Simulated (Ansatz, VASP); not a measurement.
## AlSi16: VASP beside Ansatz

```
Si Al
1.0
     0.00000    5.43000    5.43000
     5.43000    0.00000    5.43000
     5.43000    5.43000    0.00000
Si Al
16 1
Direct
  0.99976 0.00067 0.99989
  0.12342 0.12438 0.12358
  0.00082 0.00193 0.49874
  0.12344 0.12437 0.62884
  0.00090 0.49953 0.00103
  0.12345 0.62959 0.12359
  0.00088 0.49953 0.49878
  0.13733 0.62152 0.62070
  0.49861 0.00193 0.00095
  0.62870 0.12438 0.12358
  0.49859 0.00193 0.49873
  0.62040 0.13875 0.62051
  0.49863 0.49953 0.00102
  0.62055 0.62148 0.13751
  0.49963 0.50103 0.49981
  0.62054 0.62153 0.62069
  0.74962 0.75106 0.74981
```

Alike in both runs: functional r2SCAN; k mesh 2 × 2 × 2; occupations gaussian, width 0.05 eV; collinear spin.

Ansatz relaxed the structure, and its values are those at the end. VASP's run is a single point on that final structure, the one shown.

|  | VASP | Ansatz |
| --- | --- | --- |
| version | VASP 6.6.1 | Ansatz 0.2.0 |
| potentials or method | VASP PAW PBE potentials, release 64 (Si, Al), cutoff 520 eV | scalar-relativistic, plane waves, PAW |
| valence electrons in the cell | 67 | 67 |

|  | VASP | Ansatz | Ansatz less VASP |
| --- | --- | --- | --- |
| rms of the force components (eV/Å) | 0.005 | 0.005 | -0.0001 |
| net moment per atom (μB) | 0.00 | 0.00 | 0.000 |

VASP's potentials were made for PBE, not for r2SCAN. The functional is the same, so the differences come from potentials, cutoffs and numerics. Ansatz's warnings: seeded moment not kept.

The k mesh is coarse, so the values compare programs but aren't converged.
